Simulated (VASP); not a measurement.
# SnSe (Fm-3m) in VASP: a series of runs

SnSe is run at these levels: PBEsol; tasks: single point, relaxation of cell and atoms.

Everything below comes from runs of VASP 6.6.1. Logs are shortened: lines on timing, memory, paths and dates and some standing lists are left out, and cuts for length are marked.

## (1) The cell of the first run

It takes space group Fm-3m (No. 225, cubic). The conventional cell has a = 5.728 Å, b = 5.728 Å, c = 5.728 Å, α = 90.00°, β = 90.00°, γ = 90.00°. Sn (site symmetry m-3m) has 6 Se at 2.86 Å within 3.8 Å. Se (site symmetry m-3m) has 6 Sn at 2.86 Å within 3.8 Å.

## (2) Single point, PBEsol

INCAR

```
  PREC = Accurate
  ENCUT = 500
  EDIFF = 1E-6
  ISMEAR = 0
  SIGMA = 0.1
  LREAL = False
  LASPH = True
  NELM = 120
  ALGO = Normal
  ISIF = 2
  LWAVE = False
  LCHARG = False
  GGA = PS
  NBANDS = 17
  GGA_COMPAT = False
```

KPOINTS

```
regular mesh
0
Gamma
  6 6 6
```

POSCAR

```
SnSe
1.0
    0.0000000000      2.8639050171      2.8639050171
    2.8639050171      0.0000000000      2.8639050171
    2.8639050171      2.8639050171      0.0000000000
Sn Se
1 1
Direct
    0.0000000000      0.0000000000      0.0000000000
    0.5000000000      0.5000000000      0.5000000000
```

Potentials or basis: VASP PAW PBE potentials, release 64 (Sn_d, Se).

Run with:

```bash
$ cat potpaw_PBE.64/Sn_d/POTCAR potpaw_PBE.64/Se/POTCAR > POTCAR
$ mpirun -np 1 vasp_std > vasp.out
```

OUTCAR:

```text
PREC = Accurate
   ENCUT = 500
   EDIFF = 1E-6
   ISMEAR = 0
   LREAL = False
   LASPH = True
   NELM = 120
   ISIF = 2
   GGA = PS

 ion  position               nearest neighbor table
   1  0.000  0.000  0.000-   2 2.86   2 2.86   2 2.86   2 2.86   2 2.86   2 2.86
   2  0.500  0.500  0.500-   1 2.86   1 2.86   1 2.86   1 2.86   1 2.86   1 2.86

  LATTYP: Found a face centered cubic cell.
 ALAT       =     5.7278100342

  Lattice vectors:

 A1 = (   0.0000000000,   2.8639050171,   2.8639050171)
 A2 = (   2.8639050171,   0.0000000000,   2.8639050171)
 A3 = (   2.8639050171,   2.8639050171,   0.0000000000)

Analysis of symmetry for initial positions (statically):
=====================================================================
 Subroutine PRICEL returns:
 Original cell was already a primitive cell.

 Routine SETGRP: Setting up the symmetry group for a
 face centered cubic supercell.

 Subroutine GETGRP returns: Found 48 space group operations
 (whereof 48 operations were pure point group operations)
 out of a pool of 48 trial point group operations.

The static configuration has the point symmetry O_h .

Analysis of symmetry for dynamics (positions and initial velocities):
=====================================================================
 Subroutine PRICEL returns:
 Original cell was already a primitive cell.

 Routine SETGRP: Setting up the symmetry group for a
 face centered cubic supercell.

 Subroutine GETGRP returns: Found 48 space group operations
 (whereof 48 operations were pure point group operations)
 out of a pool of 48 trial point group operations.

The dynamic configuration has the point symmetry O_h .

 Subroutine INISYM returns: Found 48 space group operations
 (whereof 48 operations are pure point group operations),
 and found     1 'primitive' translations

----------------------------------------------------------------------------------------

                                     Primitive cell

  volume of cell :      46.9792

  direct lattice vectors                    reciprocal lattice vectors
     0.000000000  2.863905017  2.863905017    -0.174586796  0.174586796  0.174586796
     2.863905017  0.000000000  2.863905017     0.174586796 -0.174586796  0.174586796
     2.863905017  2.863905017  0.000000000     0.174586796  0.174586796 -0.174586796

  length of vectors
     4.050173317  4.050173317  4.050173317     0.302393200  0.302393200  0.302393200

  position of ions in fractional coordinates (direct lattice)
     0.000000000  0.000000000  0.000000000
     0.500000000  0.500000000  0.500000000

  ion indices of the primitive-cell ions
   primitive index   ion index
                 1           1
                 2           2

----------------------------------------------------------------------------------------

 KPOINTS: regular mesh

Automatic generation of k-mesh.
 Grid dimensions read from file:
 generate k-points for:    6    6    6

 Generating k-lattice:

  Cartesian coordinates                     Fractional coordinates (reciprocal lattice)
    -0.029097799  0.029097799  0.029097799     0.166666667  0.000000000  0.000000000
     0.029097799 -0.029097799  0.029097799     0.000000000  0.166666667  0.000000000
     0.029097799  0.029097799 -0.029097799     0.000000000  0.000000000  0.166666667

  Length of vectors
     0.050398867  0.050398867  0.050398867

  Shift w.r.t. Gamma in fractional coordinates (k-lattice)
     0.000000000  0.000000000  0.000000000

 Subroutine IBZKPT returns following result:
 ===========================================

 Found     16 irreducible k-points:

 Following reciprocal coordinates:
            Coordinates               Weight
  0.000000  0.000000  0.000000      1.000000
  0.166667  0.000000  0.000000      8.000000
  0.333333  0.000000  0.000000      8.000000
  0.500000  0.000000  0.000000      4.000000
  0.166667  0.166667  0.000000      6.000000
  0.333333  0.166667  0.000000     24.000000
[... 8 lines left out ...]
 -0.333333  0.333333  0.166667     24.000000
 -0.333333  0.500000  0.166667     12.000000
   k-points           NKPTS =     16   k-points in BZ     NKDIM =     16   number of bands    NBANDS=     17
   number of dos      NEDOS =    301   number of ions     NIONS =      2
   total plane-waves  NPLWV =  27000
   dimension x,y,z NGX =    30 NGY =   30 NGZ =   30
   dimension x,y,z NGXF=    60 NGYF=   60 NGZF=   60
   ions per type =               1   1
   NGX,Y,Z   is equivalent  to a cutoff of  12.31, 12.31, 12.31 a.u.
   NGXF,Y,Z  is equivalent  to a cutoff of  24.63, 24.63, 24.63 a.u.
 SYSTEM =  unknown system
   PREC   = accura    normal or accurate (medium, high low for compatibility)
   ISTART =      0    job   : 0-new  1-cont  2-samecut
   ICHARG =      2    charge: 1-file 2-atom 10-const
   ISPIN  =      1    spin polarized calculation?
   LNONCOLLINEAR =      F non collinear calculations
   LSORBIT =      F    spin-orbit coupling
[... 49 lines left out ...]
 cond. band min:       8.2991872834   @ k =   0.5000   0.0000   0.0000
 fundamental gap:      1.1883026233
 Fermi energy:         7.5616881834

 k-point     1 :       0.0000    0.0000    0.0000
  band No.  band energies     occupation
      1     -14.3073      2.00000
      2     -14.3073      2.00000
      3     -14.2992      2.00000
      4     -14.2992      2.00000
      5     -14.2992      2.00000
      6      -7.7912      2.00000
[... 9 lines left out ...]
     16      12.8284      0.00000
     17      15.0262      0.00000

 k-point     2 :       0.1667    0.0000    0.0000
  band No.  band energies     occupation
      1     -14.3107      2.00000
      2     -14.3107      2.00000
      3     -14.2983      2.00000
      4     -14.2939      2.00000
      5     -14.2939      2.00000
      6      -7.5403      2.00000
[... 9 lines left out ...]
     16      13.5597      0.00000
     17      17.2719      0.00000

 k-point     3 :       0.3333    0.0000    0.0000
  band No.  band energies     occupation
      1     -14.3189      2.00000
      2     -14.3189      2.00000
      3     -14.2968      2.00000
      4     -14.2818      2.00000
      5     -14.2818      2.00000
      6      -6.9137      2.00000
[... 9 lines left out ...]
     16      15.3684      0.00000
     17      20.0461      0.00000

 k-point     4 :       0.5000    0.0000    0.0000
  band No.  band energies     occupation
      1     -14.3232      2.00000
      2     -14.3232      2.00000
      3     -14.2961      2.00000
      4     -14.2757      2.00000
      5     -14.2757      2.00000
      6      -6.4883      2.00000
[... 9 lines left out ...]
     16      17.5738      0.00000
     17      17.9378      0.00000

 k-point     5 :       0.1667    0.1667    0.0000
  band No.  band energies     occupation
      1     -14.3190      2.00000
      2     -14.3037      2.00000
      3     -14.3026      2.00000
      4     -14.2911      2.00000
      5     -14.2911      2.00000
      6      -7.4536      2.00000
[... 9 lines left out ...]
     16      14.9060      0.00000
     17      15.9239      0.00000

 k-point     6 :       0.3333    0.1667    0.0000
  band No.  band energies     occupation
      1     -14.3304      2.00000
      2     -14.3070      2.00000
      3     -14.3016      2.00000
      4     -14.2838      2.00000
      5     -14.2799      2.00000
      6      -6.9400      2.00000
[... 9 lines left out ...]
     16      16.4140      0.00000
     17      18.4443      0.00000
[... 121 lines left out ...]
 k-point    13 :       0.5000    0.5000    0.0000
  band No.  band energies     occupation
      1     -14.3729      2.00000
      2     -14.3126      2.00000
      3     -14.2929      2.00000
      4     -14.2656      2.00000
      5     -14.2656      2.00000
      6      -6.0292      2.00000
[... 9 lines left out ...]
     16      20.2410      0.00000
     17      20.2415      0.00000

 k-point    14 :       0.5000    0.3333    0.1667
  band No.  band energies     occupation
      1     -14.3417      2.00000
      2     -14.3079      2.00000
      3     -14.2992      2.00000
      4     -14.2788      2.00000
      5     -14.2747      2.00000
      6      -6.4362      2.00000
[... 9 lines left out ...]
     16      17.4792      0.00000
     17      18.2831      0.00000

 k-point    15 :      -0.3333    0.3333    0.1667
  band No.  band energies     occupation
      1     -14.3452      2.00000
      2     -14.3104      2.00000
      3     -14.2898      2.00000
      4     -14.2867      2.00000
      5     -14.2699      2.00000
      6      -6.1297      2.00000
[... 9 lines left out ...]
     16      18.9824      0.00000
     17      19.1225      0.00000

 k-point    16 :      -0.3333    0.5000    0.1667
  band No.  band energies     occupation
      1     -14.3589      2.00000
      2     -14.3022      2.00000
      3     -14.3013      2.00000
      4     -14.2778      2.00000
      5     -14.2656      2.00000
      6      -6.0036      2.00000
[... 9 lines left out ...]
     16      19.2098      0.00000
     17      20.3211      0.00000

------------------------ aborting loop because EDIFF is reached ----------------------------------------

  FORCE on cell =-STRESS in cart. coord.  units (eV):
  Direction    XX          YY          ZZ          XY          YZ          ZX
  --------------------------------------------------------------------------------------
  -------------------------------------------------------------------------------------
  Total        2.2501733      2.2501733      2.2501733     -0.0000000     -0.0000000     -0.0000000
  in kB       76.7398116     76.7398116     76.7398116     -0.0000000     -0.0000000     -0.0000000
  external PRESSURE =      76.7398116 kB  Pullay stress =       0.0000000 kB

 VOLUME and BASIS-vectors are now :
 -----------------------------------------------------------------------------
  energy-cutoff  :      500.00
  volume of cell :       46.98
      direct lattice vectors                 reciprocal lattice vectors
     0.000000000  2.863905017  2.863905017    -0.174586796  0.174586796  0.174586796
     2.863905017  0.000000000  2.863905017     0.174586796 -0.174586796  0.174586796
     2.863905017  2.863905017  0.000000000     0.174586796  0.174586796 -0.174586796

 POSITION                                       TOTAL-FORCE (eV/Angst)
 -----------------------------------------------------------------------------------
      0.00000      0.00000      0.00000        -0.000000     -0.000000     -0.000000
      2.86391      2.86391      2.86391         0.000000      0.000000      0.000000
 -----------------------------------------------------------------------------------
    total drift:                               -0.000000      0.000000      0.000000

  FREE ENERGIE OF THE ION-ELECTRON SYSTEM (eV)
  ---------------------------------------------------
  free  energy   TOTEN  =        -8.8934566064 eV

  energy  without entropy=       -8.8934566064  energy(sigma->0) =       -8.89345661
```

It took 14 s on 1 thread of Intel Xeon Platinum 8259CL at 2.50GHz (Skylake/Cascade Lake), shared host; peak memory 0.16 GiB.

Results:

```yaml
Free_energy: -8.8935 eV
Pressure: 7.7 GPa
Band_gap_on_the_k_mesh: 1.19 eV (least direct gap 1.29 eV)
```

Caveat: the cell stands under pressure; the PAW data sets were made with another functional, which shifts forces and pressure a little; spin-orbit coupling is left out, which moves the levels of the heavy elements.

## (3) Single point, PBEsol

This run uses another cell than the first one, of 26.27 Å³/atom.

INCAR

```
ALGO = Normal
EDIFF = 1E-6
ENCUT = 500
GGA = PS
GGA_COMPAT = False
ISIF = 2
ISMEAR = 0
LASPH = True
LCHARG = True
LELF = True
LREAL = False
LVHAR = True
LWAVE = False
NBANDS = 17
NELM = 120
PREC = Accurate
SIGMA = 0.02
```

KPOINTS

```
k-points
0
Gamma
  8 8 8
```

POSCAR

```
SnSe
1.0
    0.0000000000      2.9726078980      2.9726078980
    2.9726078980      0.0000000000      2.9726078980
    2.9726078980      2.9726078980      0.0000000000
Sn Se
1 1
Direct
    0.0000000000      0.0000000000      0.0000000000
    0.5000000000      0.5000000000      0.5000000000
```

Potentials or basis: VASP PAW PBE potentials, release 64 (Sn_d, Se).

Run with:

```bash
$ cat potpaw_PBE.64/Sn_d/POTCAR potpaw_PBE.64/Se/POTCAR > POTCAR
$ mpirun -np 1 vasp_std > vasp.out
```

Run time: 17 s. Hardware: 1 thread of Intel Xeon Platinum 8259CL at 2.50GHz (Skylake/Cascade Lake), shared host; peak memory 0.18 GiB.

It converged, with:

```
Free energy            : -8.9855 eV
Pressure               : 0.0 GPa
Band gap on the k mesh : 0.75 eV (least direct gap 0.82 eV)
```

Levels at points of the mesh, in eV from the valence-band top:
```tsv
k point	band 8	band 9	band 10	band 11	band 12	band 13
(0.00, 0.00, 0.00)	-2.18	-2.18	-2.18	4.54	4.54	4.54
(0.50, 0.00, 0.00)	-1.92	-1.92	0.00	0.82	1.30	1.30
(0.50, 0.50, 0.00)	-5.65	-3.71	-3.71	2.91	5.65	5.65
```

Caveat: semilocal functionals underestimate gaps, and a narrow one can read as zero; the PAW data sets were made with another functional, which shifts forces and pressure a little; spin-orbit coupling is left out, which moves the levels of the heavy elements.

## (4) Relaxation of cell and atoms, PBEsol

INCAR

```
PREC     = Accurate       # precision mode
ENCUT    = 500            # plane-wave cutoff, eV
EDIFF    = 1E-7           # SCF threshold, eV
ISMEAR   = 0              # smearing method
SIGMA    = 0.02           # smearing width, eV
LREAL    = F              # projectors in reciprocal space
LASPH    = T              # aspherical terms in the spheres
NELM     = 120            # most SCF steps
ALGO     = Normal         # electronic algorithm
ISIF     = 3              # what is computed and relaxed
LWAVE    = F              # write WAVECAR
LCHARG   = F              # write CHGCAR
GGA      = PS             # functional
IBRION   = 2              # ionic algorithm
NSW      = 80             # ionic steps
EDIFFG   = -0.01          # ionic threshold
GGA_COMPAT= F            
NELMIN   = 4
```

KPOINTS

```
Automatic mesh
0
Gamma
  8 8 8
```

POSCAR

```
SnSe
1.0
    0.0000000000      2.8639050171      2.8639050171
    2.8639050171      0.0000000000      2.8639050171
    2.8639050171      2.8639050171      0.0000000000
Sn Se
1 1
Direct
    0.0000000000      0.0000000000      0.0000000000
    0.5000000000      0.5000000000      0.5000000000
```

Run with:

```bash
$ cat potpaw_PBE.64/Sn_d/POTCAR potpaw_PBE.64/Se/POTCAR > POTCAR
$ mpirun -np 1 vasp_std > vasp.out
```

It took 54 s on 1 thread of Intel Xeon Platinum 8259CL at 2.50GHz (Skylake/Cascade Lake), shared host; peak memory 0.18 GiB.

The run converged. Its results:

```yaml
Free_energy: -8.9843 eV
Relaxed_volume: 26.28 Å³/atom
Relaxed_cell: a = 4.205 Å, b = 4.205 Å, c = 4.205 Å, α = 60.00°, β = 60.00°, γ = 60.00°
Space_group_after_relaxing_to_0.1_Å: Fm-3m (No. 225)
Energy_gained_by_relaxing: 64.0 meV/atom
Ionic_steps: 3
Pressure_after_relaxing: 0.0 GPa
Band_gap_on_the_k_mesh: 0.75 eV (least direct gap 0.82 eV)
```

The path:
| step | energy change (eV) | largest force (eV/Å) | pressure (GPa) | volume (Å³) |
| --- | --- | --- | --- | --- |
| 1 | 0.0000 | 0.0000 | 8.09 | 46.98 |
| 2 | -0.1019 | 0.0000 | -2.70 | 55.51 |
| 3 | -0.1279 | 0.0000 | 0.01 | 52.57 |

Final structure:
```yaml
crystal:
  lattice:
    - [0.00000, 2.97321, 2.97321]
    - [2.97321, 0.00000, 2.97321]
    - [2.97321, 2.97321, 0.00000]
  atoms:
    - { symbol: Sn, position: [0.00000, 0.00000, 0.00000] }
    - { symbol: Se, position: [0.50000, 0.50000, 0.50000] }
```

Levels at points of the mesh, in eV from the valence-band top:
| k point | band 7 | band 8 | band 9 | band 10 | band 11 | band 12 | band 13 | band 14 |
| --- | --- | --- | --- | --- | --- | --- | --- | --- |
| (0.00, 0.00, 0.00) | -4.87 | -2.18 | -2.18 | -2.18 | 4.54 | 4.54 | 4.54 | 5.87 |
| (0.50, 0.00, 0.00) | -8.16 | -1.92 | -1.92 | 0.00 | 0.82 | 1.30 | 1.30 | 8.34 |
| (0.50, 0.50, 0.00) | -5.94 | -5.65 | -3.71 | -3.71 | 2.91 | 5.64 | 5.64 | 6.28 |

Caveat: semilocal functionals underestimate gaps, and a narrow one can read as zero; the PAW data sets were made with another functional, which shifts forces and pressure a little; spin-orbit coupling is left out, which moves the levels of the heavy elements. A k mesh can miss the band edges.

## (5) Relaxation of cell and atoms, PBEsol

This run uses another cell than the first one, of 26.27 Å³/atom.

INCAR

```
ALGO = Normal
EDIFF = 1E-7
EDIFFG = -0.01
ENCUT = 500
GGA = PS
GGA_COMPAT = False
IBRION = 2
ISIF = 3
ISMEAR = 0
LASPH = True
LCHARG = False
LREAL = False
LWAVE = False
NELM = 120
NELMIN = 4
NSW = 80
PREC = Accurate
SIGMA = 0.02
```

KPOINTS

```
k-points
0
Gamma
  8 8 8
```

POSCAR

```
SnSe
1.0
    0.0000000000      2.9726078980      2.9726078980
    2.9726078980      0.0000000000      2.9726078980
    2.9726078980      2.9726078980      0.0000000000
Sn Se
1 1
Direct
    0.0000000000      0.0000000000      0.0000000000
    0.5000000000      0.5000000000      0.5000000000
```

Run with:

```bash
$ cat potpaw_PBE.64/Sn_d/POTCAR potpaw_PBE.64/Se/POTCAR > POTCAR
$ mpirun -np 1 vasp_std > vasp.out
```

Run time: 16 s. Hardware: 1 thread of Intel Xeon Platinum 8259CL at 2.50GHz (Skylake/Cascade Lake), shared host; peak memory 0.18 GiB.

It converged, with:

```yaml
Free_energy: -8.9855 eV
Pressure_after_relaxing: 0.0 GPa
Band_gap_on_the_k_mesh: 0.75 eV (least direct gap 0.82 eV)
```

Final structure:
```yaml
crystal:
  lattice:
    - [0.00000, 2.97261, 2.97261]
    - [2.97261, 0.00000, 2.97261]
    - [2.97261, 2.97261, 0.00000]
  atoms:
    - { symbol: Sn, position: [0.00000, 0.00000, 0.00000] }
    - { symbol: Se, position: [0.50000, 0.50000, 0.50000] }
```

Levels at points of the mesh, in eV from the valence-band top:
| k point | band 7 | band 8 | band 9 | band 10 | band 11 | band 12 | band 13 | band 14 |
| --- | --- | --- | --- | --- | --- | --- | --- | --- |
| (0.00, 0.00, 0.00) | -4.87 | -2.18 | -2.18 | -2.18 | 4.54 | 4.54 | 4.54 | 5.87 |
| (0.50, 0.00, 0.00) | -8.17 | -1.92 | -1.92 | 0.00 | 0.82 | 1.30 | 1.30 | 8.34 |
| (0.50, 0.50, 0.00) | -5.94 | -5.65 | -3.71 | -3.71 | 2.91 | 5.65 | 5.65 | 6.29 |

Caveat: the relaxation stopped at its first step, so nothing moved; semilocal functionals underestimate gaps, and a narrow one can read as zero; the PAW data sets were made with another functional, which shifts forces and pressure a little; spin-orbit coupling is left out, which moves the levels of the heavy elements. A k mesh can miss the band edges.

## (6) The runs side by side

```tsv
task	cell	k mesh	smearing	gap on the mesh (eV)	pressure (GPa)
single point	a = 4.050 Å, angles 60.0°, 2 atoms	6 × 6 × 6	gaussian 0.1 eV	1.19	7.7
single point	a = 4.204 Å, angles 60.0°, 2 atoms	8 × 8 × 8	gaussian 0.02 eV	0.75	0.0
relaxation of cell and atoms	relaxed from a = 4.050 Å, angles 60.0°, 2 atoms	8 × 8 × 8	gaussian 0.02 eV	0.75	0.0
relaxation of cell and atoms	relaxed from a = 4.204 Å, angles 60.0°, 2 atoms	8 × 8 × 8	gaussian 0.02 eV	0.75	0.0
```

Alike in all rows: level PBEsol; potentials or basis VASP PAW PBE potentials, release 64 (Sn_d, Se); no spin polarisation; cutoff (eV) 500.

Caveats: the PAW data sets were made with another functional, which shifts forces and pressure a little; spin-orbit coupling is left out, which moves the levels of the heavy elements; semilocal functionals underestimate gaps, and a narrow one can read as zero (at least some runs); the cell stands under pressure (at least some runs); the relaxation stopped at its first step, so nothing moved (at least some runs).

Absolute energies hang on the potentials; compare differences alone.
